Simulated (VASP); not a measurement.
# PtS2 in VASP: further runs, part 2 of 2

VASP 6.6.1. Earlier steps stand in the parts before.

## 3. Single point, PBE (volume scaled by 0.96)

INCAR

```
PREC = Accurate
ENCUT = 520
EDIFF = 1E-6
ISMEAR = -1
SIGMA = 0.05
LREAL = F
LASPH = T
NELM = 80
ALGO = Normal
ISIF = 2
LWAVE = F
LCHARG = T
GGA = PE
LELF = T
LVHAR = T
NBANDS = 18
```

KPOINTS

```
regular mesh
0
Gamma
  9 9 5
```

POSCAR

```
PtS2
1.0
    3.4953130487      0.0000000000      0.0000000000
   -1.7476565244      3.0270298944      0.0000000000
    0.0000000000      0.0000000000      4.9706997601
Pt S
1 2
Direct
    0.0000000000      0.0000000000      0.0000000000
    0.6666666667      0.3333333333      0.7730000000
    0.3333333333      0.6666666667      0.2270000000
```

Potentials or basis: VASP PAW PBE potentials, release 64 (Pt, S).

Launch:

```console
cat potpaw_PBE.64/Pt/POTCAR potpaw_PBE.64/S/POTCAR > POTCAR
mpirun -np 1 vasp_std > vasp.out
```

OUTCAR:

```text
PREC = Accurate
   ENCUT = 520
   EDIFF = 1E-6
   ISMEAR = -1
   LREAL = F
   LASPH = T
   NELM = 80
   ISIF = 2
   GGA = PE

 ion  position               nearest neighbor table
   1  0.000  0.000  0.000-   2 2.31   3 2.31   2 2.31   3 2.31   2 2.31   3 2.31
   2  0.667  0.333  0.773-   1 2.31   1 2.31   1 2.31
   3  0.333  0.667  0.227-   1 2.31   1 2.31   1 2.31

  LATTYP: Found a hexagonal cell.
 ALAT       =     3.4953130487
 C/A-ratio  =     1.4221043125

  Lattice vectors:

 A1 = (   3.4953130487,   0.0000000000,   0.0000000000)
 A2 = (  -1.7476565244,   3.0270298944,   0.0000000000)
 A3 = (   0.0000000000,   0.0000000000,   4.9706997601)

Analysis of symmetry for initial positions (statically):
=====================================================================
 Subroutine PRICEL returns:
 Original cell was already a primitive cell.

 Routine SETGRP: Setting up the symmetry group for a
 hexagonal supercell.

 Subroutine GETGRP returns: Found 12 space group operations
 (whereof 12 operations were pure point group operations)
 out of a pool of 24 trial point group operations.

The static configuration has the point symmetry D_3d.

Analysis of symmetry for dynamics (positions and initial velocities):
=====================================================================
 Subroutine PRICEL returns:
 Original cell was already a primitive cell.

 Routine SETGRP: Setting up the symmetry group for a
 hexagonal supercell.

 Subroutine GETGRP returns: Found 12 space group operations
 (whereof 12 operations were pure point group operations)
 out of a pool of 24 trial point group operations.

The dynamic configuration has the point symmetry D_3d.

 Subroutine INISYM returns: Found 12 space group operations
 (whereof 12 operations are pure point group operations),
 and found     1 'primitive' translations

----------------------------------------------------------------------------------------

                                     Primitive cell

  volume of cell :      52.5921

  direct lattice vectors                    reciprocal lattice vectors
     3.495313049  0.000000000  0.000000000     0.286097407  0.165178415  0.000000000
    -1.747656524  3.027029894  0.000000000     0.000000000  0.330356830  0.000000000
     0.000000000  0.000000000  4.970699760     0.000000000  0.000000000  0.201178918

  length of vectors
     3.495313049  3.495313049  4.970699760     0.330356830  0.330356830  0.201178918

  position of ions in fractional coordinates (direct lattice)
     0.000000000  0.000000000  0.000000000
     0.666666667  0.333333333  0.773000000
     0.333333333  0.666666667  0.227000000

  ion indices of the primitive-cell ions
   primitive index   ion index
                 1           1
                 2           2
                 3           3

----------------------------------------------------------------------------------------

 KPOINTS: regular mesh

Automatic generation of k-mesh.
 Grid dimensions read from file:
 generate k-points for:    9    9    5

 Generating k-lattice:

  Cartesian coordinates                     Fractional coordinates (reciprocal lattice)
     0.031788601  0.018353157  0.000000000     0.111111111  0.000000000  0.000000000
     0.000000000  0.036706314  0.000000000     0.000000000  0.111111111  0.000000000
     0.000000000  0.000000000  0.040235784     0.000000000  0.000000000  0.200000000

  Length of vectors
     0.036706314  0.036706314  0.040235784

  Shift w.r.t. Gamma in fractional coordinates (k-lattice)
     0.000000000  0.000000000  0.000000000

 Subroutine IBZKPT returns following result:
 ===========================================

 Found     50 irreducible k-points:

 Following reciprocal coordinates:
            Coordinates               Weight
  0.000000  0.000000  0.000000      1.000000
  0.111111 -0.000000  0.000000      6.000000
  0.222222  0.000000  0.000000      6.000000
  0.333333  0.000000  0.000000      6.000000
  0.444444  0.000000  0.000000      6.000000
  0.111111  0.111111  0.000000      6.000000
[... 16 lines left out ...]
  0.222222  0.111111  0.200000     12.000000
 -0.111111  0.333333  0.200000     12.000000
 [... further k-points ...]
   k-points           NKPTS =     50   k-points in BZ     NKDIM =     50   number of bands    NBANDS=     18
   number of dos      NEDOS =    301   number of ions     NIONS =      3
   total plane-waves  NPLWV =  31360
   dimension x,y,z NGX =    28 NGY =   28 NGZ =   40
   dimension x,y,z NGXF=    56 NGYF=   56 NGZF=   80
   ions per type =               1   2
   NGX,Y,Z   is equivalent  to a cutoff of  13.32, 13.32, 13.38 a.u.
   NGXF,Y,Z  is equivalent  to a cutoff of  26.64, 26.64, 26.76 a.u.
 SYSTEM =  unknown system
   PREC   = accura    normal or accurate (medium, high low for compatibility)
   ISTART =      0    job   : 0-new  1-cont  2-samecut
   ICHARG =      2    charge: 1-file 2-atom 10-const
   ISPIN  =      1    spin polarized calculation?
   LNONCOLLINEAR =      F non collinear calculations
   LSORBIT =      F    spin-orbit coupling
   LASPH  =      T    aspherical Exc in radial PAW
   ENCUT  =  520.0 eV  38.22 Ry    6.18 a.u.   6.50  6.50  9.24*2*pi/ulx,y,z
   NELM   =     80;   NELMIN=  2; NELMDL= -5     # of ELM steps
   EDIFF  = 0.1E-05   stopping-criterion for ELM
   LREAL  =      F    real-space projection
   EDIFFG = 0.1E-04   stopping-criterion for IOM
   NSW    =      0    number of steps for IOM
   IBRION =     -1    ionic relax: 0-MD 1-quasi-New 2-CG
   NFREE  =      0    steps in history (QN), initial steepest desc. (CG)
   ISIF   =      2    stress and relaxation
   ISYM   =      2    0-nonsym 1-usesym 2-fastsym
   POTIM  = 0.5000    time-step for ionic-motion
   TEBEG  =    0.0;   TEEND  =   0.0 temperature during run
   PSTRESS=    0.0 pullay stress
   NELECT =      22.0000    total number of electrons
   NUPDOWN=      -1.0000    fix difference up-down
   EMIN   =  10.00;   EMAX   =-10.00  energy-range for DOS
   EFERMI =   0.00;   METHOD = LEGACY
   ISMEAR =    -1;   SIGMA  =   0.05  broadening in eV -4-tet -1-fermi 0-gaus
   EFERMI_NEDOS =   21; number of points for ismear=-14 and -15
   IALGO  =     38    algorithm
   IMIX   =      4    mixing-type and parameters
     AMIX     =   0.40;   BMIX     =  1.00
     AMIX_MAG =   1.60;   BMIX_MAG =  1.00
  volume/ion in A,a.u.               =      17.53       118.30
  Fermi-wavevector in a.u.,A,eV,Ry     =   1.224359  2.313704 20.395897  1.499056
  Thomas-Fermi vector in A             =   2.359437
   LORBIT       =      0    0 simple, 1 ext, 2 COOP (PROOUT), +10 PAW based schemes
   GGA     = PE    functional components
   LHFCALC =     F    Hartree Fock is set to
   AEXX    =    0.0000 exact exchange contribution
   IVDW    =     0    specifies the selected vdW correction
   LEPSILON=     F    determine dielectric tensor
   LRPA    =     F    only Hartree local field effects (RPA)
 non-spin polarized calculation
  energy-cutoff  :      520.00
  volume of cell :       52.59
 maximum number of plane-waves:      1459
 NGX is ok and might be reduce to    28
   NGX = 13   NGY = 13   NGZ = 19

 number of electron      22.0000002 magnetization

 Free energy of the ion-electron system (eV)
  ---------------------------------------------------
  ext. energy  EPLUGINS =         0.00000000
  ---------------------------------------------------
  free energy    TOTEN  =       -15.06723579 eV

  energy without entropy =      -15.06723339  energy(sigma->0) =      -15.06723459

 E-fermi :   7.8471     XC(G=0): -10.7793

 val. band max:        7.3423741176   @ k =   0.0000   0.2222   0.2000
 cond. band min:       8.4188149739   @ k =   0.0000   0.3333   0.2000
 fundamental gap:      1.0764408564
 Fermi energy:         7.8471372743

 k-point     1 :       0.0000    0.0000    0.0000
  band No.  band energies     occupation
      1      -8.6268      2.00000
      2      -5.1182      2.00000
      3      -0.0812      2.00000
      4      -0.0812      2.00000
      5       0.0559      2.00000
      6       3.1064      2.00000
[... 10 lines left out ...]
     17      15.2340      0.00000
     18      19.6126      0.00000
[... 463 lines left out ...]
 k-point    24 :      -0.1111    0.3333    0.2000
  band No.  band energies     occupation
      1      -7.4452      2.00000
      2      -5.8206      2.00000
      3       0.1847      2.00000
      4       0.4890      2.00000
      5       1.4153      2.00000
      6       1.8023      2.00000
[... 10 lines left out ...]
     17      15.9255      0.00000
     18      17.9226      0.00000

 [... further k-points ...]

------------------------ aborting loop because EDIFF is reached ----------------------------------------

  FORCE on cell =-STRESS in cart. coord.  units (eV):
  Direction    XX          YY          ZZ          XY          YZ          ZX
  --------------------------------------------------------------------------------------
  -------------------------------------------------------------------------------------
  Total        6.7630261      6.7630261      5.1162983     -0.0000000      0.0000000      0.0000000
  in kB      206.0304111    206.0304111    155.8641096     -0.0000000      0.0000000      0.0000000
  external PRESSURE =     189.3083106 kB  Pullay stress =       0.0000000 kB

 VOLUME and BASIS-vectors are now :
 -----------------------------------------------------------------------------
  energy-cutoff  :      520.00
  volume of cell :       52.59
      direct lattice vectors                 reciprocal lattice vectors
     3.495313049  0.000000000  0.000000000     0.286097407  0.165178415  0.000000000
    -1.747656524  3.027029894  0.000000000     0.000000000  0.330356830  0.000000000
     0.000000000  0.000000000  4.970699760     0.000000000  0.000000000  0.201178918

 POSITION                                       TOTAL-FORCE (eV/Angst)
 -----------------------------------------------------------------------------------
      0.00000      0.00000      0.00000        -0.000000      0.000000      0.000000
      1.74766      1.00901      3.84235         0.000000      0.000000     -1.885440
     -0.00000      2.01802      1.12835         0.000000     -0.000000      1.885440
 -----------------------------------------------------------------------------------
    total drift:                                0.000000     -0.000000      0.000000

  FREE ENERGIE OF THE ION-ELECTRON SYSTEM (eV)
  ---------------------------------------------------
  free  energy   TOTEN  =       -15.0672357862 eV

  energy  without entropy=      -15.0672333875  energy(sigma->0) =      -15.06723459
```

Wall time 81 s (1 thread of AMD EPYC, shared host); peak memory 0.17 GiB.

What came out:

- Free energy: -15.0672 eV
- Pressure: 18.9 GPa
- Largest force: 1.885 eV/Å
- Band gap on the k mesh: 1.08 eV, indirect (least direct gap 1.12 eV)

Forces in eV/Å, atoms in the order of the input:
```
Pt   0.000  0.000  0.000
S    0.000  0.000 -1.885
S    0.000  0.000  1.885
```

Levels at points of the mesh, in eV from the valence-band top:
```tsv
k point	band 9	band 10	band 11	band 12	band 13	band 14
(0.00, 0.00, 0.00)	-1.20	-1.20	-0.18	2.56	2.56	4.73
```

Caveat: spin-orbit coupling is left out, which moves the levels of the heavy elements; forces of over 1 eV/Å act on the atoms, so gaps and moduli don't describe the material at rest. A k mesh can miss the band edges.

## 4. Single point, PBE (volume scaled by 0.98)

INCAR

```
SYSTEM = PtS2
PREC     = Accurate       ! precision mode
ENCUT    = 520            ! plane-wave cutoff, eV
EDIFF    = 1E-6           ! SCF threshold, eV
ISMEAR   = -1             ! smearing method
SIGMA    = 0.05           ! smearing width, eV
LREAL    = .FALSE.        ! projectors in reciprocal space
LASPH    = .TRUE.         ! aspherical terms in the spheres
NELM     = 60             ! most SCF steps
ALGO     = Normal         ! electronic algorithm
ISIF     = 2              ! what is computed and relaxed
LWAVE    = .FALSE.        ! write WAVECAR
LCHARG   = .TRUE.         ! write CHGCAR
GGA      = PE             ! functional
LELF     = .TRUE.         ! ELF
LVHAR    = .TRUE.       
NBANDS   = 18             ! bands
```

KPOINTS

```
regular mesh
0
G
  9 9 5
  0 0 0
```

POSCAR

```
PtS2
1.0
    3.5194194177      0.0000000000      0.0000000000
   -1.7597097089      3.0479066223      0.0000000000
    0.0000000000      0.0000000000      5.0049815314
Pt S
1 2
Direct
    0.0000000000      0.0000000000      0.0000000000
    0.6666666667      0.3333333333      0.7730000000
    0.3333333333      0.6666666667      0.2270000000
```

Potentials or basis: VASP PAW PBE potentials, release 64 (Pt, S).

Launch:

```console
cat potpaw_PBE.64/Pt/POTCAR potpaw_PBE.64/S/POTCAR > POTCAR
mpirun -np 1 vasp_std > vasp.out
```

OUTCAR:

```text
SYSTEM = PtS2
   PREC = Accurate
   ENCUT = 520
   EDIFF = 1E-6
   ISMEAR = -1
   LREAL = .FALSE.
   LASPH = .TRUE.
   NELM = 60
   ISIF = 2
   GGA = PE

 ion  position               nearest neighbor table
   1  0.000  0.000  0.000-   2 2.33   3 2.33   2 2.33   3 2.33   2 2.33   3 2.33
   2  0.667  0.333  0.773-   1 2.33   1 2.33   1 2.33
   3  0.333  0.667  0.227-   1 2.33   1 2.33   1 2.33

  LATTYP: Found a hexagonal cell.
 ALAT       =     3.5194194177
 C/A-ratio  =     1.4221043125

  Lattice vectors:

[... 677 lines left out ...]
      6       1.6563      2.00000
[... 10 lines left out ...]
     17      15.5975      0.00000
     18      17.5855      0.00000

 [... further k-points ...]
[... 5 lines left out ...]
  --------------------------------------------------------------------------------------
  -------------------------------------------------------------------------------------
  Total        5.3082499      5.3082499      4.2546713     -0.0000000      0.0000000     -0.0000000
  in kB      158.4115273    158.4115273    126.9700910     -0.0000000      0.0000000     -0.0000000
  external PRESSURE =     147.9310485 kB  Pullay stress =       0.0000000 kB

 VOLUME and BASIS-vectors are now :
 -----------------------------------------------------------------------------
  energy-cutoff  :      520.00
  volume of cell :       53.69
      direct lattice vectors                 reciprocal lattice vectors
     3.519419418  0.000000000  0.000000000     0.284137774  0.164047020  0.000000000
    -1.759709709  3.047906622  0.000000000     0.000000000  0.328094041  0.000000000
     0.000000000  0.000000000  5.004981531     0.000000000  0.000000000  0.199800937

 POSITION                                       TOTAL-FORCE (eV/Angst)
 -----------------------------------------------------------------------------------
      0.00000      0.00000      0.00000        -0.000000      0.000000     -0.000000
      1.75971      1.01597      3.86885         0.000000     -0.000000     -1.535238
     -0.00000      2.03194      1.13613        -0.000000      0.000000      1.535238
 -----------------------------------------------------------------------------------
    total drift:                                0.000000     -0.000000      0.000000

  FREE ENERGIE OF THE ION-ELECTRON SYSTEM (eV)
  ---------------------------------------------------
  free  energy   TOTEN  =       -15.1827065198 eV

  energy  without entropy=      -15.1827034916  energy(sigma->0) =      -15.18270501
```

stdout:

```text
POSCAR found type information on POSCAR PtS
 POSCAR found :  2 types and       3 ions
 scaLAPACK will be used
 LDA part: xc-table for (Slater+PW92), standard interpolation
 POSCAR, INCAR and KPOINTS ok, starting setup
 FFT: planning ... GRIDC
 FFT: planning ... GRID_SOFT
 FFT: planning ... GRID
 WAVECAR not read
 entering main loop
```

Wall time 82 s (1 thread of AMD EPYC, shared host); peak memory 0.17 GiB.

What came out:

* Free energy: -15.1827 eV
* Pressure: 14.8 GPa
* Largest force: 1.535 eV/Å
* Band gap on the k mesh: 1.05 eV, indirect (least direct gap 1.10 eV)

Forces on the atoms (eV/Å):
```
Pt   0.000  0.000  0.000
S    0.000  0.000 -1.535
S    0.000  0.000  1.535
```

Caveat: spin-orbit coupling is left out, which moves the levels of the heavy elements; forces of over 1 eV/Å act on the atoms, so gaps and moduli don't describe the material at rest.

## 5. Single point, PBE (volume scaled by 1.02)

INCAR

```
SYSTEM = PtS2
PREC = Accurate
ENCUT = 520
EDIFF = 1E-6
ISMEAR = -1
SIGMA = 0.05
LREAL = .FALSE.
LASPH = .TRUE.
NELM = 100
ALGO = Normal
ISIF = 2
LWAVE = .FALSE.
LCHARG = .FALSE.
GGA = PE
NBANDS = 18
```

KPOINTS is that of step 4.

POSCAR

```
PtS2
1.0
    3.5666655845      0.0000000000      0.0000000000
   -1.7833327923      3.0888230030      0.0000000000
    0.0000000000      0.0000000000      5.0721705089
Pt S
1 2
Direct
    0.0000000000      0.0000000000      0.0000000000
    0.6666666667      0.3333333333      0.7730000000
    0.3333333333      0.6666666667      0.2270000000
```

Launch:

```console
cat potpaw_PBE.64/Pt/POTCAR potpaw_PBE.64/S/POTCAR > POTCAR
mpirun -np 1 vasp_std > vasp.out
```

It took 87 s on 1 thread of AMD EPYC, shared host; peak memory 0.17 GiB.

Results (log left out):

| Property | Result |
| --- | --- |
| Free energy | -15.3361 eV |
| Pressure | 7.7 GPa |
| Largest force | 0.916 eV/Å |
| Band gap on the k mesh | 1.01 eV, indirect (least direct gap 1.05 eV) |

Forces on the atoms (eV/Å):
```
Pt   0.000  0.000  0.000
S    0.000  0.000 -0.916
S    0.000  0.000  0.916
```

Levels at points of the mesh, in eV from the valence-band top:
```csv
k point,band 8,band 9,band 10,band 11,band 12,band 13,band 14,band 15
"(0.00, 0.00, 0.00)",-1.75,-1.11,-1.11,-0.10,2.41,2.41,4.83,5.62
```

Caveat: spin-orbit coupling is left out, which moves the levels of the heavy elements.

## 6. Single point, PBE (atoms moved at random)

INCAR

```
SYSTEM = PtS2
  ALGO = Normal
  EDIFF = 1E-6
  ENCUT = 520
  GGA = PE
  ISIF = 2
  ISMEAR = -1
  LASPH = .True.
  LCHARG = .False.
  LREAL = .False.
  LWAVE = .False.
  NBANDS = 18
  NELM = 60
  PREC = Accurate
  SIGMA = 0.05
```

KPOINTS

```
k-points
0
Gamma
  9 9 5
  0 0 0
```

POSCAR

```
PtS2
1.0
    3.5432000000      0.0000000000      0.0000000000
   -1.7716000000      3.0685012107      0.0000000000
    0.0000000000      0.0000000000      5.0388000000
Pt S
1 2
Direct
   -0.0005740000     -0.0065100000      0.0100490000
    0.6671830000      0.3310740000      0.7716870000
    0.3350640000      0.6714820000      0.2343540000
```

Potentials or basis: VASP PAW PBE potentials, release 64 (Pt, S).

Launch:

```console
cat potpaw_PBE.64/Pt/POTCAR potpaw_PBE.64/S/POTCAR > POTCAR
mpirun -np 1 vasp_std > vasp.out
```

Run time: 5.9 min. Hardware: 1 thread of AMD EPYC, shared host; peak memory 0.29 GiB.

Results (log left out):

* Free energy: -15.2963 eV
* Pressure: 9.3 GPa
* Largest force: 1.347 eV/Å
* Band gap on the k mesh: 0.90 eV, indirect (least direct gap 1.04 eV)

Forces on the atoms (eV/Å):
```
Pt  -0.167  0.474 -0.737
S    0.021 -0.089 -0.545
S    0.146 -0.385  1.282
```

Stress tensor (GPa, compression positive):
```
10.39 -0.24  0.39
-0.24  9.24 -0.89
 0.39 -0.89  8.29
```

Levels at points of the mesh, in eV from the valence-band top:
```tsv
k point	band 8	band 9	band 10	band 11	band 12	band 13	band 14	band 15
(0.00, 0.00, 0.00)	-1.87	-1.14	-1.07	-0.06	2.32	2.39	4.75	5.71
```

Caveat: the cell differs from its parent crystal (atoms moved at random); spin-orbit coupling is left out, which moves the levels of the heavy elements; forces of over 1 eV/Å act on the atoms, so gaps and moduli don't describe the material at rest.

## 7. The runs side by side

| task | level | cell | cutoff (eV) | gap on the mesh (eV) | pressure (GPa) | largest force (eV/Å) |
| --- | --- | --- | --- | --- | --- | --- |
| relaxation of cell and atoms | PBEsol | relaxed from a = 3.543, b = 3.543, c = 5.039 Å, angles 90.0, 90.0, 120.0°, 3 atoms | 600 | 0.36 | 0.0 | 0.01 |
| single point | PBE | a = 3.495, b = 3.495, c = 4.971 Å, angles 90.0, 90.0, 120.0°, 3 atoms | 520 | 1.08 | 18.9 | 1.89 |
| single point | PBE | a = 3.519, b = 3.519, c = 5.005 Å, angles 90.0, 90.0, 120.0°, 3 atoms | 520 | 1.05 | 14.8 | 1.54 |
| single point | PBE | a = 3.567, b = 3.567, c = 5.072 Å, angles 90.0, 90.0, 120.0°, 3 atoms | 520 | 1.01 | 7.7 | 0.92 |
| single point | PBE | a = 3.543, b = 3.543, c = 5.039 Å, angles 90.0, 90.0, 120.0°, 3 atoms | 520 | 0.90 | 9.3 | 1.35 |

Alike in all rows: potentials or basis VASP PAW PBE potentials, release 64 (Pt, S); no spin polarisation; k mesh 9 × 9 × 5; smearing fermi-dirac 0.05 eV.

Caveats: spin-orbit coupling is left out, which moves the levels of the heavy elements; forces of over 1 eV/Å act on the atoms, so gaps and moduli don't describe the material at rest (some runs); the PAW data sets were made with another functional, which shifts forces and pressure a little (some runs).

Absolute energies hang on the potentials; compare differences alone.
